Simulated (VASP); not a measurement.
# Y3Mg2I2 (P-3m1) in VASP: single point with PBE

Aim: the single point of Y3Mg2I2 with PBE.

Program: VASP 6.6.1. These are calculated values, not measurements. Logs are shortened: lines on timing, memory, paths and dates and some standing lists are left out, and cuts for length are marked.

## (1) The cell of the first run

It takes space group P-3m1 (No. 164, trigonal). Conventional cell: a = 4.762 Å, b = 4.762 Å, c = 10.980 Å, α = 90.00°, β = 90.00°, γ = 120.00°. Y (site symmetry 3m) has 6 Mg at 3.26 to 3.38 Å and 3 I at 3.41 Å and 2 Y at 3.64 to 3.71 Å within 4.3 Å. Y (site symmetry -3m) has 6 I at 3.19 Å and 2 Y at 3.64 Å within 4.2 Å. Mg (site symmetry 3m) has 3 Mg at 2.76 Å and 6 Y at 3.26 to 3.38 Å within 3.6 Å. I (site symmetry 3m) has 6 Y at 3.19 to 3.41 Å and 1 Mg at 3.98 Å within 4.2 Å.

## (2) Single point, PBE

The input, INCAR:

```
SYSTEM = Y3Mg2I2
PREC = Accurate ; ENCUT = 520
EDIFF = 1E-6 ; ISMEAR = 0
SIGMA = 0.1 ; LREAL = .False.
LASPH = .True. ; NELM = 80
ALGO = Normal ; ISIF = 2
LWAVE = .False. ; LCHARG = .False.
GGA = PE ; NBANDS = 34
```

The input, KPOINTS:

```
regular mesh
0
Gamma
  6 6 2
  0 0 0
```

The input, POSCAR:

```
Y3Mg2I2
1.0
    4.7617855581      0.0000000000      0.0000000000
   -2.3808927791      4.1238272607      0.0000000000
    0.0000000000      0.0000000000     10.9802620439
Y Mg I
3 2 2
Direct
    0.0000000000      0.0000000000      0.8310783572
    0.0000000000      0.0000000000      0.1689216428
    0.0000000000      0.0000000000      0.5000000000
    0.3333333333      0.6666666667      0.9901060047
    0.6666666667      0.3333333333      0.0098939953
    0.3333333333      0.6666666667      0.3524993086
    0.6666666667      0.3333333333      0.6475006914
```

Potentials or basis: VASP PAW PBE potentials, release 64 (Y_sv, Mg, I).

Launch:

```bash
$ cat potpaw_PBE.64/Y_sv/POTCAR potpaw_PBE.64/Mg/POTCAR potpaw_PBE.64/I/POTCAR > POTCAR
$ mpirun -np 1 vasp_std > vasp.out
```

OUTCAR:

```text
SYSTEM = Y3Mg2I2
   PREC = Accurate
   ENCUT = 520
   EDIFF = 1E-6
   ISMEAR = 0
   LREAL = .False.
   LASPH = .True.
   NELM = 80
   ISIF = 2
   GGA = PE

 ion  position               nearest neighbor table
   1  0.000  0.000  0.831-   4 3.26   4 3.26   4 3.26   5 3.38   5 3.38   5 3.38   7 3.41   7 3.41
                             7 3.41   3 3.64   2 3.71
   2  0.000  0.000  0.169-   5 3.26   5 3.26   5 3.26   4 3.38   4 3.38   4 3.38   6 3.41   6 3.41
                             6 3.41   3 3.64   1 3.71
   3  0.000  0.000  0.500-   6 3.19   7 3.19   7 3.19   6 3.19   7 3.19   6 3.19   1 3.64   2 3.64

   4  0.333  0.667  0.990-   5 2.76   5 2.76   5 2.76   1 3.26   1 3.26   1 3.26   2 3.38   2 3.38
                             2 3.38
   5  0.667  0.333  0.010-   4 2.76   4 2.76   4 2.76   2 3.26   2 3.26   2 3.26   1 3.38   1 3.38
                             1 3.38
   6  0.333  0.667  0.352-   3 3.19   3 3.19   3 3.19   2 3.41   2 3.41   2 3.41
   7  0.667  0.333  0.648-   3 3.19   3 3.19   3 3.19   1 3.41   1 3.41   1 3.41

  LATTYP: Found a hexagonal cell.
 ALAT       =     4.7617855581
 C/A-ratio  =     2.3059127527

  Lattice vectors:

 A1 = (   4.7617855581,   0.0000000000,   0.0000000000)
 A2 = (  -2.3808927791,   4.1238272607,   0.0000000000)
 A3 = (   0.0000000000,   0.0000000000,  10.9802620439)

Analysis of symmetry for initial positions (statically):
=====================================================================
 Subroutine PRICEL returns:
 Original cell was already a primitive cell.

 Routine SETGRP: Setting up the symmetry group for a
 hexagonal supercell.

 Subroutine GETGRP returns: Found 12 space group operations
 (whereof 12 operations were pure point group operations)
 out of a pool of 24 trial point group operations.

The static configuration has the point symmetry D_3d.

Analysis of symmetry for dynamics (positions and initial velocities):
=====================================================================
 Subroutine PRICEL returns:
 Original cell was already a primitive cell.

 Routine SETGRP: Setting up the symmetry group for a
 hexagonal supercell.

 Subroutine GETGRP returns: Found 12 space group operations
 (whereof 12 operations were pure point group operations)
 out of a pool of 24 trial point group operations.

The dynamic configuration has the point symmetry D_3d.

 Subroutine INISYM returns: Found 12 space group operations
 (whereof 12 operations are pure point group operations),
 and found     1 'primitive' translations

----------------------------------------------------------------------------------------

                                     Primitive cell

  volume of cell :     215.6170

  direct lattice vectors                    reciprocal lattice vectors
     4.761785558  0.000000000  0.000000000     0.210005257  0.121246592  0.000000000
    -2.380892779  4.123827261  0.000000000     0.000000000  0.242493183  0.000000000
     0.000000000  0.000000000 10.980262044     0.000000000  0.000000000  0.091072508

  length of vectors
     4.761785558  4.761785558 10.980262044     0.242493183  0.242493183  0.091072508

  position of ions in fractional coordinates (direct lattice)
     0.000000000  0.000000000  0.831078357
     0.000000000  0.000000000  0.168921643
     0.000000000  0.000000000  0.500000000
     0.333333333  0.666666667  0.990106005
     0.666666667  0.333333333  0.009893995
     0.333333333  0.666666667  0.352499309
     0.666666667  0.333333333  0.647500691

  ion indices of the primitive-cell ions
   primitive index   ion index
                 1           1
                 2           2
                 3           3
                 4           4
                 5           5
                 6           6
                 7           7

----------------------------------------------------------------------------------------

 KPOINTS: regular mesh

Automatic generation of k-mesh.
 Grid dimensions read from file:
 generate k-points for:    6    6    2

 Generating k-lattice:

  Cartesian coordinates                     Fractional coordinates (reciprocal lattice)
     0.035000876  0.020207765  0.000000000     0.166666667 -0.000000000  0.000000000
     0.000000000  0.040415531  0.000000000     0.000000000  0.166666667  0.000000000
     0.000000000  0.000000000  0.045536254     0.000000000  0.000000000  0.500000000

  Length of vectors
     0.040415531  0.040415531  0.045536254

  Shift w.r.t. Gamma in fractional coordinates (k-lattice)
     0.000000000  0.000000000  0.000000000

 Subroutine IBZKPT returns following result:
 ===========================================

 Found     14 irreducible k-points:

 Following reciprocal coordinates:
            Coordinates               Weight
  0.000000  0.000000  0.000000      1.000000
  0.166667  0.000000  0.000000      6.000000
  0.333333  0.000000  0.000000      6.000000
  0.500000  0.000000  0.000000      3.000000
  0.166667  0.166667  0.000000      6.000000
  0.333333  0.166667  0.000000     12.000000
  0.333333  0.333333  0.000000      2.000000
  0.000000  0.000000  0.500000      1.000000
  0.166667  0.000000  0.500000      6.000000
  0.333333  0.000000  0.500000      6.000000
  0.500000  0.000000  0.500000      3.000000
  0.166667  0.166667  0.500000      6.000000
  0.333333  0.166667  0.500000     12.000000
  0.333333  0.333333  0.500000      2.000000
   k-points           NKPTS =     14   k-points in BZ     NKDIM =     14   number of bands    NBANDS=     34
   number of dos      NEDOS =    301   number of ions     NIONS =      7
   total plane-waves  NPLWV = 108864
   dimension x,y,z NGX =    36 NGY =   36 NGZ =   84
   dimension x,y,z NGXF=    72 NGYF=   72 NGZF=  168
   ions per type =               3   2   2
   NGX,Y,Z   is equivalent  to a cutoff of  12.57, 12.57, 12.72 a.u.
   NGXF,Y,Z  is equivalent  to a cutoff of  25.14, 25.14, 25.44 a.u.
 SYSTEM =  Y3Mg2I2
   PREC   = accura    normal or accurate (medium, high low for compatibility)
   ISTART =      0    job   : 0-new  1-cont  2-samecut
   ICHARG =      2    charge: 1-file 2-atom 10-const
   ISPIN  =      1    spin polarized calculation?
   LNONCOLLINEAR =      F non collinear calculations
   LSORBIT =      F    spin-orbit coupling
   LASPH  =      T    aspherical Exc in radial PAW
   ENCUT  =  520.0 eV  38.22 Ry    6.18 a.u.   8.85  8.85 20.42*2*pi/ulx,y,z
   NELM   =     80;   NELMIN=  2; NELMDL= -5     # of ELM steps
   EDIFF  = 0.1E-05   stopping-criterion for ELM
   LREAL  =      F    real-space projection
   EDIFFG = 0.1E-04   stopping-criterion for IOM
   NSW    =      0    number of steps for IOM
   IBRION =     -1    ionic relax: 0-MD 1-quasi-New 2-CG
   NFREE  =      0    steps in history (QN), initial steepest desc. (CG)
   ISIF   =      2    stress and relaxation
   ISYM   =      2    0-nonsym 1-usesym 2-fastsym
   POTIM  = 0.5000    time-step for ionic-motion
   TEBEG  =    0.0;   TEEND  =   0.0 temperature during run
   PSTRESS=    0.0 pullay stress
   NELECT =      51.0000    total number of electrons
   NUPDOWN=      -1.0000    fix difference up-down
   EMIN   =  10.00;   EMAX   =-10.00  energy-range for DOS
   EFERMI =   0.00;   METHOD = LEGACY
   ISMEAR =     0;   SIGMA  =   0.10  broadening in eV -4-tet -1-fermi 0-gaus
   EFERMI_NEDOS =   21; number of points for ismear=-14 and -15
   IALGO  =     38    algorithm
   IMIX   =      4    mixing-type and parameters
     AMIX     =   0.40;   BMIX     =  1.00
     AMIX_MAG =   1.60;   BMIX_MAG =  1.00
  volume/ion in A,a.u.               =      30.80       207.87
  Fermi-wavevector in a.u.,A,eV,Ry     =   1.012443  1.913240 13.946525  1.025041
  Thomas-Fermi vector in A             =   2.145553
   LORBIT       =      0    0 simple, 1 ext, 2 COOP (PROOUT), +10 PAW based schemes
   GGA     = PE    functional components
   LHFCALC =     F    Hartree Fock is set to
   AEXX    =    0.0000 exact exchange contribution
   IVDW    =     0    specifies the selected vdW correction
   LEPSILON=     F    determine dielectric tensor
   LRPA    =     F    only Hartree local field effects (RPA)
 non-spin polarized calculation
 Gauss-broadening in eV      SIGMA  =   0.10
  energy-cutoff  :      520.00
  volume of cell :      215.62
 maximum number of plane-waves:      5871
 NGX is ok and might be reduce to    36
   NGX = 17   NGY = 17   NGZ = 41

 number of electron      51.0000004 magnetization

 Free energy of the ion-electron system (eV)
  ---------------------------------------------------
  ext. energy  EPLUGINS =         0.00000000
  ---------------------------------------------------
  free energy    TOTEN  =       -27.21963522 eV

  energy without entropy =      -27.17104597  energy(sigma->0) =      -27.19534060

 E-fermi :   4.5453     XC(G=0):  -8.9798

 val. band max:        4.5425043325   @ k =   0.3333   0.0000   0.0000
 cond. band min:       4.5513372395   @ k =   0.3333   0.3333   0.0000
 fundamental gap:      0.0088329070
 Fermi energy:         4.5452510380

 k-point     1 :       0.0000    0.0000    0.0000
  band No.  band energies     occupation
      1     -39.3861      2.00000
      2     -38.7817      2.00000
      3     -38.7752      2.00000
      4     -19.4865      2.00000
      5     -19.4865      2.00000
      6     -19.2677      2.00000
[... 26 lines left out ...]
     33       5.6601      0.00000
     34       6.7094      0.00000

 k-point     2 :       0.1667    0.0000    0.0000
  band No.  band energies     occupation
      1     -39.3858      2.00000
      2     -38.7815      2.00000
      3     -38.7750      2.00000
      4     -19.4972      2.00000
      5     -19.4885      2.00000
      6     -19.2642      2.00000
[... 26 lines left out ...]
     33       5.8695      0.00000
     34       6.8635      0.00000

 k-point     3 :       0.3333    0.0000    0.0000
  band No.  band energies     occupation
      1     -39.3853      2.00000
      2     -38.7810      2.00000
      3     -38.7747      2.00000
      4     -19.5185      2.00000
      5     -19.4924      2.00000
      6     -19.2573      2.00000
[... 26 lines left out ...]
     33       6.2622      0.00000
     34       6.4731      0.00000

 k-point     4 :       0.5000    0.0000    0.0000
  band No.  band energies     occupation
      1     -39.3850      2.00000
      2     -38.7808      2.00000
      3     -38.7745      2.00000
      4     -19.5290      2.00000
      5     -19.4944      2.00000
      6     -19.2538      2.00000
[... 26 lines left out ...]
     33       6.5784      0.00000
     34       6.7894      0.00000

 k-point     5 :       0.1667    0.1667    0.0000
  band No.  band energies     occupation
      1     -39.3854      2.00000
      2     -38.7811      2.00000
      3     -38.7748      2.00000
      4     -19.5110      2.00000
      5     -19.4936      2.00000
      6     -19.2590      2.00000
[... 251 lines left out ...]
 k-point    12 :       0.1667    0.1667    0.5000
  band No.  band energies     occupation
      1     -39.3854      2.00000
      2     -38.7812      2.00000
      3     -38.7747      2.00000
      4     -19.5110      2.00000
      5     -19.4936      2.00000
      6     -19.2617      2.00000
[... 26 lines left out ...]
     33       6.1142      0.00000
     34       6.2554      0.00000

 k-point    13 :       0.3333    0.1667    0.5000
  band No.  band energies     occupation
      1     -39.3850      2.00000
      2     -38.7809      2.00000
      3     -38.7744      2.00000
      4     -19.5232      2.00000
      5     -19.5002      2.00000
      6     -19.2565      2.00000
[... 26 lines left out ...]
     33       6.4164      0.00000
     34       6.6481      0.00000

 k-point    14 :       0.3333    0.3333    0.5000
  band No.  band energies     occupation
      1     -39.3849      2.00000
      2     -38.7808      2.00000
      3     -38.7743      2.00000
      4     -19.5148      2.00000
      5     -19.5148      2.00000
      6     -19.2547      2.00000
[... 26 lines left out ...]
     33       6.2575      0.00000
     34       6.2575      0.00000

------------------------ aborting loop because EDIFF is reached ----------------------------------------

  FORCE on cell =-STRESS in cart. coord.  units (eV):
  Direction    XX          YY          ZZ          XY          YZ          ZX
  --------------------------------------------------------------------------------------
  -------------------------------------------------------------------------------------
  Total        0.0056661      0.0056661     -0.1014777     -0.0000000      0.0000000      0.0000000
  in kB        0.0421029      0.0421029     -0.7540465     -0.0000000      0.0000000      0.0000000
  external PRESSURE =      -0.2232802 kB  Pullay stress =       0.0000000 kB

 VOLUME and BASIS-vectors are now :
 -----------------------------------------------------------------------------
  energy-cutoff  :      520.00
  volume of cell :      215.62
      direct lattice vectors                 reciprocal lattice vectors
     4.761785558  0.000000000  0.000000000     0.210005257  0.121246592  0.000000000
    -2.380892779  4.123827261  0.000000000     0.000000000  0.242493183  0.000000000
     0.000000000  0.000000000 10.980262044     0.000000000  0.000000000  0.091072508

 POSITION                                       TOTAL-FORCE (eV/Angst)
 -----------------------------------------------------------------------------------
      0.00000      0.00000      9.12546         0.000000     -0.000000      0.035893
      0.00000      0.00000      1.85480        -0.000000      0.000000     -0.035893
      0.00000      0.00000      5.49013        -0.000000      0.000000      0.000000
     -0.00000      2.74922     10.87162         0.000000     -0.000000      0.012777
      2.38089      1.37461      0.10864        -0.000000      0.000000     -0.012777
     -0.00000      2.74922      3.87053         0.000000     -0.000000      0.013398
      2.38089      1.37461      7.10973        -0.000000      0.000000     -0.013398
 -----------------------------------------------------------------------------------
    total drift:                                0.000000      0.000000     -0.000000

  FREE ENERGIE OF THE ION-ELECTRON SYSTEM (eV)
  ---------------------------------------------------
  free  energy   TOTEN  =       -27.2196352226 eV

  energy  without entropy=      -27.1710459687  energy(sigma->0) =      -27.19534060
```

It took 98 s on 1 thread of Intel Xeon Platinum 8559C (Emerald Rapids), shared host; peak memory 0.38 GiB.

Results:

```
Free energy   : -27.2196 eV
Pressure      : 0.0 GPa
Largest force : 0.036 eV/Å
```

Forces on the atoms (eV/Å):
```
Y    0.000  0.000  0.036
Y    0.000  0.000 -0.036
Y    0.000  0.000  0.000
Mg   0.000  0.000  0.013
Mg   0.000  0.000 -0.013
I    0.000  0.000  0.013
I    0.000  0.000 -0.013
```

Levels at points of the mesh, in eV from the Fermi level:
```csv
k point,band 22,band 23,band 24,band 25,band 26,band 27,band 28,band 29,band 30,band 31
"(0.00, 0.00, 0.00)",-1.07,-0.96,-0.04,-0.04,-0.02,-0.02,0.23,0.44,0.56,0.56
"(0.50, 0.00, 0.00)",-2.68,-1.18,-0.44,-0.28,-0.02,0.72,0.84,0.96,1.16,1.49
"(0.00, 0.00, 0.50)",-1.77,-0.78,-0.16,-0.16,-0.06,0.17,0.17,0.60,0.60,1.08
"(0.50, 0.00, 0.50)",-2.77,-1.00,-0.45,-0.28,-0.17,0.42,0.88,1.20,1.35,1.64
```

Caveat: spin-orbit coupling is left out, which moves the levels of the heavy elements; an odd number of electrons without spin polarisation forces a metal; a magnetic or distorted state may lie lower.
